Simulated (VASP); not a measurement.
# Ti (P6_3/mmc) in VASP: further runs

Ti is run at these levels: PBE; tasks: relaxation of shape and atoms at fixed volume.

Everything below comes from runs of VASP 6.6.1. Logs are shortened: lines on timing, memory, paths and dates and some standing lists are left out, and cuts for length are marked.

## Step 1: The cell of the first run

Symmetry: P6_3/mmc, No. 194, hexagonal system. The conventional cell has a = 2.846 Å, b = 2.846 Å, c = 4.511 Å, α = 90.00°, β = 90.00°, γ = 120.00°. Ti (site symmetry -6m2) has 12 Ti at 2.79 to 2.85 Å within 3.7 Å.

## Step 2: Relaxation of shape and atoms at fixed volume, PBE (volume scaled by 0.91)

INCAR reads:

```
SYSTEM = Ti
  PREC = Accurate
  ENCUT = 600
  EDIFF = 1E-6
  ISMEAR = 0
  SIGMA = 0.1
  LREAL = .False.
  LASPH = .True.
  NELM = 80
  ALGO = Fast
  ISIF = 4
  LWAVE = .False.
  LCHARG = .False.
  GGA = PE
  IBRION = 2
  NSW = 50
  EDIFFG = -0.01
```

KPOINTS reads:

```
regular mesh
0
Gamma
  18 18 10
  0 0 0
```

POSCAR reads:

```
Ti
1.0
    2.8461680134      0.0000000000      0.0000000000
   -1.4230840067      2.4648538030      0.0000000000
    0.0000000000      0.0000000000      4.5111662563
Ti
2
Direct
    0.3333333333      0.6666666667      0.2500000000
    0.6666666667      0.3333333333      0.7500000000
```

Potentials or basis: VASP PAW PBE potentials, release 64 (Ti_sv).

Launch:

```
> cat potpaw_PBE.64/Ti_sv/POTCAR > POTCAR
> mpirun -np 1 vasp_std > vasp.out
```

OUTCAR:

```text
SYSTEM = Ti
   PREC = Accurate
   ENCUT = 600
   EDIFF = 1E-6
   ISMEAR = 0
   LREAL = .False.
   LASPH = .True.
   NELM = 80
   ISIF = 4
   GGA = PE
   IBRION = 2
   NSW = 50
   EDIFFG = -0.01

 ion  position               nearest neighbor table
   1  0.333  0.667  0.250-   2 2.79   2 2.79   2 2.79   2 2.79   2 2.79   2 2.79
   2  0.667  0.333  0.750-   1 2.79   1 2.79   1 2.79   1 2.79   1 2.79   1 2.79

  LATTYP: Found a hexagonal cell.
 ALAT       =     2.8461680134
 C/A-ratio  =     1.5849964707

  Lattice vectors:

 A1 = (   2.8461680134,   0.0000000000,   0.0000000000)
 A2 = (  -1.4230840067,   2.4648538030,   0.0000000000)
 A3 = (   0.0000000000,   0.0000000000,   4.5111662563)

Analysis of symmetry for initial positions (statically):
=====================================================================
 Subroutine PRICEL returns:
 Original cell was already a primitive cell.

 Routine SETGRP: Setting up the symmetry group for a
 hexagonal supercell.

 Subroutine GETGRP returns: Found 24 space group operations
 (whereof 12 operations were pure point group operations)
 out of a pool of 24 trial point group operations.

The static configuration has the point symmetry D_3d.
 The point group associated with its full space group is D_6h.

Analysis of symmetry for dynamics (positions and initial velocities):
=====================================================================
 Subroutine PRICEL returns:
 Original cell was already a primitive cell.

 Routine SETGRP: Setting up the symmetry group for a
 hexagonal supercell.

 Subroutine GETGRP returns: Found 24 space group operations
 (whereof 12 operations were pure point group operations)
 out of a pool of 24 trial point group operations.

The dynamic configuration has the point symmetry D_3d.
 The point group associated with its full space group is D_6h.

 Subroutine INISYM returns: Found 24 space group operations
 (whereof 12 operations are pure point group operations),
 and found     1 'primitive' translations

----------------------------------------------------------------------------------------

                                     Primitive cell

  volume of cell :      31.6476

[... 86 lines left out ...]
   ENCUT  =  600.0 eV  44.10 Ry    6.64 a.u.   5.68  5.68  9.01*2*pi/ulx,y,z
   NELM   =     80;   NELMIN=  2; NELMDL= -5     # of ELM steps
   EDIFF  = 0.1E-05   stopping-criterion for ELM
   LREAL  =      F    real-space projection
   EDIFFG = -.1E-01   stopping-criterion for IOM
   NSW    =     50    number of steps for IOM
   IBRION =      2    ionic relax: 0-MD 1-quasi-New 2-CG
   NFREE  =      1    steps in history (QN), initial steepest desc. (CG)
   ISIF   =      4    stress and relaxation
   ISYM   =      2    0-nonsym 1-usesym 2-fastsym
   POTIM  = 0.5000    time-step for ionic-motion
   TEBEG  =    0.0;   TEEND  =   0.0 temperature during run
   PSTRESS=    0.0 pullay stress
   NELECT =      24.0000    total number of electrons
   NUPDOWN=      -1.0000    fix difference up-down
   EMIN   =  10.00;   EMAX   =-10.00  energy-range for DOS
   EFERMI =   0.00;   METHOD = LEGACY
   ISMEAR =     0;   SIGMA  =   0.10  broadening in eV -4-tet -1-fermi 0-gaus
   EFERMI_NEDOS =   21; number of points for ismear=-14 and -15
   IALGO  =     68    algorithm
   IMIX   =      4    mixing-type and parameters
     AMIX     =   0.40;   BMIX     =  1.00
     AMIX_MAG =   1.60;   BMIX_MAG =  1.00
  volume/ion in A,a.u.               =      15.82       106.78
  Fermi-wavevector in a.u.,A,eV,Ry     =   1.492903  2.821179 30.324132  2.228761
  Thomas-Fermi vector in A             =   2.605372
   LORBIT       =      0    0 simple, 1 ext, 2 COOP (PROOUT), +10 PAW based schemes
   GGA     = PE    functional components
   LHFCALC =     F    Hartree Fock is set to
   AEXX    =    0.0000 exact exchange contribution
   IVDW    =     0    specifies the selected vdW correction
   LEPSILON=     F    determine dielectric tensor
   LRPA    =     F    only Hartree local field effects (RPA)
 conjugate gradient relaxation of ions
 non-spin polarized calculation
 RMM-DIIS sequential band-by-band and
 Gauss-broadening in eV      SIGMA  =   0.10
  energy-cutoff  :      600.00
  volume of cell :       31.65
 maximum number of plane-waves:      1087
 NGX is ok and might be reduce to    24
   NGX = 11   NGY = 11   NGZ = 19

 number of electron      24.0000005 magnetization

 Free energy of the ion-electron system (eV)
  ---------------------------------------------------
  ext. energy  EPLUGINS =         0.00000000
  ---------------------------------------------------
  free energy    TOTEN  =       -15.56858629 eV

  energy without entropy =      -15.55969063  energy(sigma->0) =      -15.56413846

 E-fermi :   9.3677     XC(G=0): -11.9438

 val. band max:        9.3652379071   @ k =   0.1667   0.0000   0.2000
 cond. band min:       9.3802996571   @ k =   0.3889   0.1667   0.3000
 fundamental gap:      0.0150617499
 Fermi energy:         9.3676720773

 k-point     1 :       0.0000    0.0000    0.0000
  band No.  band energies     occupation
      1     -47.3558      2.00000
      2     -47.1579      2.00000
      3     -24.0594      2.00000
      4     -23.2076      2.00000
      5     -23.2076      2.00000
      6     -23.1084      2.00000
[... 433 lines left out ...]
      3     -23.8116      2.00000
      4     -23.6511      2.00000
      5     -23.6472      2.00000
      6     -23.4318      2.00000
[... 8 lines left out ...]
     15      10.6588      0.00000
     16      12.8493      0.00000

 [... further k-points ...]

------------------------ aborting loop because EDIFF is reached ----------------------------------------

  FORCE on cell =-STRESS in cart. coord.  units (eV):
  Direction    XX          YY          ZZ          XY          YZ          ZX
  --------------------------------------------------------------------------------------
  -------------------------------------------------------------------------------------
  Total        2.3471875      2.3471875      2.3734260      0.0000000      0.0000000      0.0000000
  in kB      118.8277374    118.8277374    120.1560764      0.0000000      0.0000000      0.0000000
  external PRESSURE =     119.2705171 kB  Pullay stress =       0.0000000 kB

 VOLUME and BASIS-vectors are now :
 -----------------------------------------------------------------------------
  energy-cutoff  :      600.00
  volume of cell :       31.65
      direct lattice vectors                 reciprocal lattice vectors
     2.846168013  0.000000000  0.000000000     0.351349602  0.202851788  0.000000000
    -1.423084007  2.464853803  0.000000000     0.000000000  0.405703575  0.000000000
     0.000000000  0.000000000  4.511166256     0.000000000  0.000000000  0.221672167

 POSITION                                       TOTAL-FORCE (eV/Angst)
 -----------------------------------------------------------------------------------
     -0.00000      1.64324      1.12779        -0.000000      0.000000      0.000000
      1.42308      0.82162      3.38337         0.000000     -0.000000      0.000000
 -----------------------------------------------------------------------------------
    total drift:                               -0.000000      0.000000     -0.000000

  FREE ENERGIE OF THE ION-ELECTRON SYSTEM (eV)
  ---------------------------------------------------
  free  energy   TOTEN  =       -15.5685862949 eV

  energy  without entropy=      -15.5596906305  energy(sigma->0) =      -15.56413846

 reached required accuracy - stopping structural energy minimisation
```

OSZICAR:

```text
N       E                     dE             d eps       ncg     rms          rms(c)
DAV:   1     0.261234100419E+03    0.26123E+03   -0.14693E+04  7104   0.209E+03
DAV:   2     0.120163259066E+02   -0.24922E+03   -0.24780E+03  7296   0.521E+02
DAV:   3    -0.161457091378E+02   -0.28162E+02   -0.27933E+02 13976   0.142E+02
[... 31 lines left out ...]
RMM:  35    -0.155685826903E+02   -0.14972E-05   -0.18411E-05  4475   0.160E-02    0.733E-03
RMM:  36    -0.155685838724E+02   -0.11821E-05   -0.14685E-05  4250   0.150E-02    0.775E-03
RMM:  37    -0.155685848313E+02   -0.95889E-06   -0.12426E-05  4293   0.142E-02    0.828E-03
RMM:  38    -0.155685856405E+02   -0.80917E-06   -0.10278E-05  4013   0.132E-02    0.868E-03
RMM:  39    -0.155685862949E+02   -0.65443E-06   -0.85497E-06  4145   0.124E-02
   1 F= -.15568586E+02 E0= -.15564138E+02  d E =-.155686E+02
```

CONTCAR:

```text
Ti
   1.00000000000000
     2.8461680133999998    0.0000000000000000    0.0000000000000000
    -1.4230840066999999    2.4648538030000000    0.0000000000000000
     0.0000000000000000    0.0000000000000000    4.5111662563000001
  Ti
     2
Direct
     0.3333333332999970    0.6666666667000030    0.2500000000000000
     0.6666666667000030    0.3333333332999970    0.7500000000000000

  0.00000000E+00  0.00000000E+00  0.00000000E+00
  0.00000000E+00  0.00000000E+00  0.00000000E+00
```

Wall time 3.6 min (1 thread of Intel Xeon 6975P-C, shared host); peak memory 0.24 GiB.

Results:

* Free energy: -15.5686 eV
* Pressure after relaxing: 11.9 GPa
* Band gap on the k mesh: zero (band 12 reaches 10.19 eV, above the bottom of band 13 at 9.04 eV)

Final structure:
```
Ti
1.0
     2.84617    0.00000    0.00000
    -1.42308    2.46485    0.00000
     0.00000    0.00000    4.51117
Ti
2
Direct
  0.33333 0.66667 0.25000
  0.66667 0.33333 0.75000
```

Levels at points of the mesh, in eV from the Fermi level:
```csv
k point,band 9,band 10,band 11,band 12,band 13,band 14,band 15,band 16
"(0.00, 0.00, 0.00)",-6.43,-2.94,0.81,0.81,0.94,1.04,1.38,1.38
"(0.50, 0.00, 0.00)",-2.48,-2.46,-2.11,-0.52,0.49,0.71,1.31,3.74
"(0.00, 0.00, 0.50)",-4.44,-4.44,0.07,0.07,0.71,0.71,0.71,0.71
"(0.50, 0.00, 0.50)",-2.81,-2.81,-0.94,-0.94,1.60,1.60,1.90,1.90
```

Caveat: the relaxation stopped at its first step, so nothing moved.

## Step 3: Relaxation of shape and atoms at fixed volume, PBE (volume scaled by 0.94)

INCAR reads:

```
ALGO = Fast
EDIFF = 1E-7
EDIFFG = -0.01
ENCUT = 600
GGA = PE
IBRION = 2
ISIF = 4
ISMEAR = 0
LASPH = T
LCHARG = F
LREAL = F
LWAVE = F
NELM = 60
NSW = 50
PREC = Accurate
SIGMA = 0.1
```

KPOINTS reads:

```
k-points
0
Gamma
  18 18 10
```

POSCAR reads:

```
Ti
1.0
    2.8785942105      0.0000000000      0.0000000000
   -1.4392971053      2.4929357135      0.0000000000
    0.0000000000      0.0000000000      4.5554938660
Ti
2
Direct
    0.3333333333      0.6666666667      0.2500000000
    0.6666666667      0.3333333333      0.7500000000
```

Potentials or basis: VASP PAW PBE potentials, release 64 (Ti_sv).

Launch:

```
> cat potpaw_PBE.64/Ti_sv/POTCAR > POTCAR
> mpirun -np 1 vasp_std > vasp.out
```

It took 6.4 min on 1 thread of Intel Xeon 6975P-C, shared host; peak memory 0.25 GiB.

It converged, with:

| Item | Value |
| --- | --- |
| Free energy | -15.6319 eV |
| Energy gained by relaxing | 0.0 meV/atom |
| Ionic steps | 2 |
| Pressure after relaxing | 7.4 GPa |
| Band gap on the k mesh | zero (band 12 reaches 9.80 eV, above the bottom of band 13 at 8.67 eV) |

Stress tensor (GPa, compression positive):
```
7.34 0.00 0.00
0.00 7.34 0.00
0.00 0.00 7.42
```

Final structure:
```
Ti
1.0
     2.87765    0.00000    0.00000
    -1.43883    2.49212    0.00000
     0.00000    0.00000    4.55847
Ti
2
Cartesian
  0.0000 1.6614 1.1396
  1.4388 0.8307 3.4189
```

Levels at points of the mesh, in eV from the Fermi level:
```tsv
k point	band 8	band 9	band 10	band 11	band 12	band 13	band 14	band 15	band 16
(0.00, 0.00, 0.00)	-32.54	-6.36	-2.85	0.80	0.80	0.92	0.94	1.34	1.34
(0.50, 0.00, 0.00)	-32.63	-2.43	-2.35	-2.02	-0.57	0.48	0.68	1.26	3.59
(0.00, 0.00, 0.50)	-32.60	-4.42	-4.42	0.07	0.07	0.70	0.70	0.70	0.70
(0.50, 0.00, 0.50)	-32.73	-2.72	-2.72	-0.90	-0.90	1.49	1.49	1.84	1.84
```

## Step 4: Relaxation of shape and atoms at fixed volume, PBE (volume scaled by 0.97)

INCAR reads:

```
SYSTEM = Ti
PREC = Accurate ; ENCUT = 600
EDIFF = 1E-6 ; ISMEAR = 0
SIGMA = 0.1 ; LREAL = .False.
LASPH = .True. ; NELM = 60
ALGO = Fast ; ISIF = 4
LWAVE = .False. ; LCHARG = .False.
GGA = PE ; IBRION = 2
NSW = 50 ; EDIFFG = -0.01
```

KPOINTS reads:

```
Automatic mesh
0
Gamma
  18 18 10
  0 0 0
```

POSCAR reads:

```
Ti
1.0
    2.9088974291      0.0000000000      0.0000000000
   -1.4544487146      2.5191790706      0.0000000000
    0.0000000000      0.0000000000      4.6034499571
Ti
2
Direct
    0.3333333333      0.6666666667      0.2500000000
    0.6666666667      0.3333333333      0.7500000000
```

Launch:

```
> cat potpaw_PBE.64/Ti_sv/POTCAR > POTCAR
> mpirun -np 1 vasp_std > vasp.out
```

Wall time 4.1 min (1 thread of Intel Xeon 6975P-C, shared host); peak memory 0.26 GiB.

Results (log left out):

```yaml
Free_energy: -15.6667 eV
Pressure_after_relaxing: 3.3 GPa
Band_gap_on_the_k_mesh: zero (band 12 reaches 9.44 eV, above the bottom of band 13 at 8.32 eV)
```

Final structure:
```yaml
crystal:
  lattice:
    - [2.90890, 0.00000, 0.00000]
    - [-1.45445, 2.51918, 0.00000]
    - [0.00000, 0.00000, 4.60345]
  atoms:
    - { symbol: Ti, position: [0.33333, 0.66667, 0.25000] }
    - { symbol: Ti, position: [0.66667, 0.33333, 0.75000] }
```

Levels at points of the mesh, in eV from the Fermi level:
```csv
k point,band 10,band 11,band 12,band 13,band 14,band 15
"(0.00, 0.00, 0.00)",-2.77,0.78,0.78,0.85,0.90,1.30
"(0.50, 0.00, 0.00)",-2.25,-1.93,-0.61,0.47,0.65,1.21
"(0.00, 0.00, 0.50)",-4.39,0.08,0.08,0.68,0.68,0.68
"(0.50, 0.00, 0.50)",-2.63,-0.86,-0.86,1.40,1.40,1.77
```

Caveat: the relaxation stopped at its first step, so nothing moved.

## Step 5: Summary

| cell | gap on the mesh (eV) | pressure (GPa) |
| --- | --- | --- |
| relaxed from a = 2.846, b = 2.846, c = 4.511 Å, angles 90.0, 90.0, 120.0°, 2 atoms | none | 11.9 |
| relaxed from a = 2.879, b = 2.879, c = 4.555 Å, angles 90.0, 90.0, 120.0°, 2 atoms | none | 7.4 |
| relaxed from a = 2.909, b = 2.909, c = 4.603 Å, angles 90.0, 90.0, 120.0°, 2 atoms | none | 3.3 |

Alike in all rows: task relaxation of shape and atoms at fixed volume; level PBE; potentials or basis VASP PAW PBE potentials, release 64 (Ti_sv); no spin polarisation; k mesh 18 × 18 × 10; cutoff (eV) 600; smearing gaussian 0.1 eV.

Caveats: the relaxation stopped at its first step, so nothing moved (some runs).

Absolute energies hang on the potentials; compare differences alone.
